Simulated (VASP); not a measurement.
# Mg3Si2N (P6/mmm) in VASP: further runs, part 2 of 2

VASP 6.6.1.

## 4. Relaxation of cell and atoms, PBE

Input file INCAR:

```
PREC = Accurate
ENCUT = 600
EDIFF = 1E-6
ISMEAR = 0
SIGMA = 0.1
LREAL = F
LASPH = T
NELM = 100
ALGO = Normal
ISIF = 3
LWAVE = F
LCHARG = F
GGA = PE
IBRION = 2
NSW = 90
EDIFFG = -0.04
```

Input file KPOINTS:

```
Automatic mesh
0
Gamma
  6 6 4
```

Input file POSCAR:

```
Mg3Si2N
1.0
    4.9356397200      0.0000000000      0.0000000000
   -2.4678198600      4.2743893900      0.0000000000
    0.0000000000      0.0000000000      5.1870591500
Mg Si N
3 2 1
Direct
    0.5000000000      0.0000000000      0.5000000000
    0.0000000000      0.5000000000      0.5000000000
    0.5000000000      0.5000000000      0.5000000000
    0.0000000000      0.0000000000      0.8345082500
    0.0000000000      0.0000000000      0.1654917500
    0.0000000000      0.0000000000      0.5000000000
```

The run is started by

```console
> cat potpaw_PBE.64/Mg/POTCAR potpaw_PBE.64/Si/POTCAR potpaw_PBE.64/N/POTCAR > POTCAR
> mpirun -np 1 vasp_std > vasp.out
```

Run time: 5.3 min. Hardware: 1 thread of Intel Xeon Platinum 8259CL at 2.50GHz (Skylake/Cascade Lake), shared host; peak memory 0.28 GiB.

Results (log left out):

```
Free energy                           : -20.1220 eV
Relaxed volume                        : 29.28 Å³/atom
Relaxed cell                          : a = 5.612 Å, b = 5.612 Å, c = 6.440 Å, α = 90.00°, β = 90.00°, γ = 120.00°
Space group after relaxing (to 0.1 Å) : P6/mmm (No. 191)
Pressure after relaxing               : 0.0 GPa
Largest force after relaxing          : 0.015 eV/Å
Band gap on the k mesh                : zero (an odd number of electrons rules out a gap without spin polarisation)
```

Forces on the atoms (eV/Å):
```
Mg   0.000  0.000  0.000
Mg   0.000  0.000  0.000
Mg   0.000  0.000  0.000
Si   0.000  0.000  0.015
Si   0.000  0.000 -0.015
N    0.000  0.000  0.000
```

Stress tensor (GPa, compression positive):
```
-0.06  0.00  0.00
 0.00 -0.06  0.00
 0.00  0.00  0.15
```

Final structure:
```xyz
6
Lattice="5.6124 0.0000 0.0000 -2.8062 4.8605 0.0000 0.0000 0.0000 6.4403" Properties=species:S:1:pos:R:3 pbc="T T T"
Mg    2.8062    0.0000    3.2202
Mg   -1.4031    2.4302    3.2202
Mg    1.4031    2.4302    3.2202
Si   -2.8062    4.8605    4.9317
Si    0.0000    0.0000    1.5086
N     0.0000    0.0000    3.2202
```

Levels at points of the mesh, in eV from the Fermi level:
```tsv
k point	band 6	band 7	band 8	band 9	band 10	band 11	band 12	band 13
(0.00, 0.00, 0.00)	-3.41	-1.65	0.09	0.72	0.72	1.37	1.58	1.58
(0.50, 0.00, 0.00)	-2.08	-1.36	-1.31	-0.65	0.44	1.11	1.26	1.55
(0.00, 0.00, 0.50)	-4.08	-2.14	-0.05	-0.05	0.12	0.85	1.49	1.49
(0.50, 0.00, 0.50)	-3.64	-1.71	-1.41	-1.28	-0.33	1.91	2.02	2.39
```

Caveat: the volume moved by over 15 % at a fixed basis, so the end points are rough.

## 5. Single point, PBE, collinear spin, ferromagnetic start

Input file INCAR:

```
SYSTEM = Mg3Si2N
  ALGO = Normal
  EDIFF = 1E-6
  ENCUT = 520
  GGA = PE
  ISIF = 2
  ISMEAR = 0
  ISPIN = 2
  LASPH = .TRUE.
  LCHARG = .TRUE.
  LELF = .TRUE.
  LORBIT = 11
  LREAL = .FALSE.
  LVHAR = .TRUE.
  LWAVE = .FALSE.
  MAGMOM = 0 0 0 0 0 1
  NBANDS = 22
  NELM = 150
  PREC = Accurate
  SIGMA = 0.1
```

Input file KPOINTS:

```
k-points
0
G
  6 6 4
  0 0 0
```

POSCAR is that of step 4.

Potentials or basis: VASP PAW PBE potentials, release 64 (Mg, Si, N).

The run is started by

```console
> cat potpaw_PBE.64/Mg/POTCAR potpaw_PBE.64/Si/POTCAR potpaw_PBE.64/N/POTCAR > POTCAR
> mpirun -np 1 vasp_std > vasp.out
```

OUTCAR:

```text
SYSTEM = Mg3Si2N
   EDIFF = 1E-6
   ENCUT = 520
   GGA = PE
   ISIF = 2
   ISMEAR = 0
   ISPIN = 2
   LASPH = .TRUE.
   LORBIT = 11
   LREAL = .FALSE.
   NELM = 150
   PREC = Accurate

 ion  position               nearest neighbor table
   1  0.500  0.000  0.500-   6 2.47   6 2.47   2 2.47   3 2.47   3 2.47   2 2.47   4 3.02   5 3.02
                             4 3.02   5 3.02
   2  0.000  0.500  0.500-   3 2.47   3 2.47   6 2.47   6 2.47   1 2.47   1 2.47   5 3.02   5 3.02
                             4 3.02   4 3.02
   3  0.500  0.500  0.500-   2 2.47   2 2.47   6 2.47   1 2.47   1 2.47   6 2.47   4 3.02   4 3.02
                             5 3.02   5 3.02
   4  0.000  0.000  0.835-   5 1.72   6 1.74   1 3.02   1 3.02   3 3.02   2 3.02   2 3.02   3 3.02

   5  0.000  0.000  0.165-   4 1.72   6 1.74   1 3.02   1 3.02   3 3.02   2 3.02   2 3.02   3 3.02

   6  0.000  0.000  0.500-   4 1.74   5 1.74   1 2.47   1 2.47   3 2.47   2 2.47   2 2.47   3 2.47

  LATTYP: Found a hexagonal cell.
 ALAT       =     4.9356397200
 C/A-ratio  =     1.0509395832

  Lattice vectors:

 A1 = (   4.9356397200,   0.0000000000,   0.0000000000)
 A2 = (  -2.4678198600,   4.2743893900,   0.0000000000)
 A3 = (   0.0000000000,   0.0000000000,   5.1870591500)

Analysis of symmetry for initial positions (statically):
=====================================================================
 Subroutine PRICEL returns:
 Original cell was already a primitive cell.

 Routine SETGRP: Setting up the symmetry group for a
 hexagonal supercell.

 Subroutine GETGRP returns: Found 24 space group operations
 (whereof 24 operations were pure point group operations)
 out of a pool of 24 trial point group operations.

The static configuration has the point symmetry D_6h.

Analysis of symmetry for dynamics (positions and initial velocities):
=====================================================================
 Subroutine PRICEL returns:
 Original cell was already a primitive cell.

 Routine SETGRP: Setting up the symmetry group for a
 hexagonal supercell.
[... 185 lines left out ...]
      1     -13.4340      1.00000
      2      -5.5878      1.00000
      3      -5.4436      1.00000
      4      -2.1256      1.00000
      5      -2.1256      1.00000
      6      -0.2001      1.00000
[... 493 lines left out ...]
     20      10.9813      0.00000
     21      13.3539      0.00000
 Fermi energy:         4.0226097885

 spin component 2

 k-point     1 :       0.0000    0.0000    0.0000
  band No.  band energies     occupation
      1     -13.4340      1.00000
      2      -5.5878      1.00000
      3      -5.4436      1.00000
      4      -2.1256      1.00000
      5      -2.1256      1.00000
      6      -0.2001      1.00000
[... 493 lines left out ...]
     20      10.9812      0.00000
     21      13.3539      0.00000
 [bands above 21 left out]

------------------------ aborting loop because EDIFF is reached ----------------------------------------

  FORCE on cell =-STRESS in cart. coord.  units (eV):
  Direction    XX          YY          ZZ          XY          YZ          ZX
  --------------------------------------------------------------------------------------
  -------------------------------------------------------------------------------------
  Total       14.0882756     14.0882756     28.4729008      0.0000000      0.0000000      0.0000000
  in kB      206.2669689    206.2669697    416.8728036      0.0000000      0.0000000      0.0000000
  external PRESSURE =     276.4689141 kB  Pullay stress =       0.0000000 kB

 VOLUME and BASIS-vectors are now :
 -----------------------------------------------------------------------------
  energy-cutoff  :      520.00
  volume of cell :      109.43
      direct lattice vectors                 reciprocal lattice vectors
     4.935639720  0.000000000  0.000000000     0.202607981  0.116975772  0.000000000
    -2.467819860  4.274389390  0.000000000     0.000000000  0.233951545  0.000000000
     0.000000000  0.000000000  5.187059150     0.000000000  0.000000000  0.192787468

 POSITION                                       TOTAL-FORCE (eV/Angst)
 -----------------------------------------------------------------------------------
      2.46782      0.00000      2.59353         0.000000      0.000000      0.000000
     -1.23391      2.13719      2.59353         0.000000      0.000000      0.000000
      1.23391      2.13719      2.59353         0.000000      0.000000      0.000000
      0.00000      0.00000      4.32864        -0.000000      0.000000    -15.184001
      0.00000      0.00000      0.85842         0.000000     -0.000000     15.184001
      0.00000      0.00000      2.59353         0.000000      0.000000      0.000000
 -----------------------------------------------------------------------------------
    total drift:                                0.000000     -0.000000     -0.000000

  FREE ENERGIE OF THE ION-ELECTRON SYSTEM (eV)
  ---------------------------------------------------
  free  energy   TOTEN  =       -14.8542773170 eV

  energy  without entropy=      -14.8461374861  energy(sigma->0) =      -14.85020740

 total charge

# of ion       s       p       d       tot
------------------------------------------
    1        0.268   0.185   0.026   0.480
    2        0.268   0.185   0.026   0.480
    3        0.268   0.185   0.026   0.480
    4        0.783   1.093   0.000   1.876
    5        0.783   1.093   0.000   1.876
    6        1.281   2.533   0.000   3.814
--------------------------------------------------
tot          3.653   5.275   0.079   9.008

 magnetization (x)

# of ion       s       p       d       tot
------------------------------------------
    1       -0.000  -0.000  -0.000  -0.000
    2       -0.000  -0.000  -0.000  -0.000
    3       -0.000  -0.000  -0.000  -0.000
    4       -0.000  -0.000   0.000  -0.000
    5       -0.000  -0.000   0.000  -0.000
    6        0.000   0.000   0.000   0.000
--------------------------------------------------
tot         -0.000   0.000  -0.000  -0.000
```

OSZICAR:

```text
N       E                     dE             d eps       ncg     rms          rms(c)
DAV:   1     0.544109822601E+02    0.54411E+02   -0.68203E+03  1848   0.687E+02
DAV:   2    -0.118493223493E+02   -0.66260E+02   -0.61856E+02  2352   0.128E+02
DAV:   3    -0.177278237018E+02   -0.58785E+01   -0.57978E+01  2372   0.354E+01
DAV:   4    -0.178097246050E+02   -0.81901E-01   -0.81860E-01  2130   0.501E+00
DAV:   5    -0.178108461094E+02   -0.11215E-02   -0.11215E-02  2388   0.566E-01    0.123E+01
DAV:   6    -0.150499757298E+02    0.27609E+01   -0.95636E+00  2146   0.165E+01    0.613E+00
DAV:   7    -0.149038272446E+02    0.14615E+00   -0.11158E+00  2046   0.611E+00    0.318E+00
DAV:   8    -0.148612030651E+02    0.42624E-01   -0.25332E-01  2152   0.228E+00    0.902E-01
DAV:   9    -0.148532499144E+02    0.79532E-02   -0.19023E-02  2378   0.101E+00    0.474E-01
DAV:  10    -0.148545748868E+02   -0.13250E-02   -0.81947E-03  2084   0.435E-01    0.234E-01
DAV:  11    -0.148541849786E+02    0.38991E-03   -0.81990E-04  2376   0.176E-01    0.126E-01
DAV:  12    -0.148542608923E+02   -0.75914E-04   -0.55044E-04  2098   0.126E-01    0.369E-02
DAV:  13    -0.148542735614E+02   -0.12669E-04   -0.22915E-05  2230   0.271E-02    0.181E-02
DAV:  14    -0.148542758403E+02   -0.22789E-05   -0.70661E-06  2168   0.137E-02    0.617E-03
DAV:  15    -0.148542770265E+02   -0.11862E-05   -0.19526E-06  2144   0.694E-03    0.258E-03
DAV:  16    -0.148542773170E+02   -0.29053E-06   -0.27470E-07  1364   0.283E-03
   1 F= -.14854277E+02 E0= -.14850207E+02  d E =-.813983E-02  mag=     0.0000
```

It took 1.9 min on 1 thread of Intel Xeon Platinum 8259CL at 2.50GHz (Skylake/Cascade Lake), shared host; peak memory 0.33 GiB.

Results:

```yaml
Free_energy: -14.8543 eV
Pressure: 27.6 GPa
Largest_force: 15.184 eV/Å
Net_moment: 0.00 μB per cell
Valence_electrons_inside_the_program's_atomic_spheres: Mg 0.48; Si 1.88; N 3.81
```

Forces on the atoms (eV/Å):
```
Mg    0.000   0.000   0.000
Mg    0.000   0.000   0.000
Mg    0.000   0.000   0.000
Si    0.000   0.000 -15.184
Si    0.000   0.000  15.184
N     0.000   0.000   0.000
```

Caveat: the stress differs along the axes, from 21 to 42 GPa; forces of over 1 eV/Å act on the atoms, so gaps and moduli don't describe the material at rest.

## 6. The runs side by side

```csv
task,spin,cell,cutoff (eV),gap on the mesh (eV),pressure (GPa),largest force (eV/Å)
single point,off,"a = 4.936, b = 4.936, c = 5.187 Å, angles 90.0, 90.0, 120.0°, 6 atoms, atomic positions A",520,none,27.6,15.18
single point,off,"a = 5.620, b = 5.620, c = 6.571 Å, angles 90.0, 90.0, 120.0°, 6 atoms, atomic positions B",520,none,0.0,0.01
relaxation of cell and atoms,off,"relaxed from a = 4.936, b = 4.936, c = 5.187 Å, angles 90.0, 90.0, 120.0°, 6 atoms, atomic positions A",600,none,0.0,0.02
single point,"collinear, ferromagnetic start","a = 4.936, b = 4.936, c = 5.187 Å, angles 90.0, 90.0, 120.0°, 6 atoms, atomic positions A",520,none,27.6,15.18
```

Alike in all rows: level PBE; potentials or basis VASP PAW PBE potentials, release 64 (Mg, Si, N); k mesh 6 × 6 × 4; smearing gaussian 0.1 eV.

Caveats: the stress differs along the axes, from 21 to 42 GPa (at least some runs); forces of over 1 eV/Å act on the atoms, so gaps and moduli don't describe the material at rest (at least some runs); the volume moved by over 15 % at a fixed basis, so the end points are rough (at least some runs).

Total energies depend on the potentials used, so only differences within one code and one set of settings carry meaning.
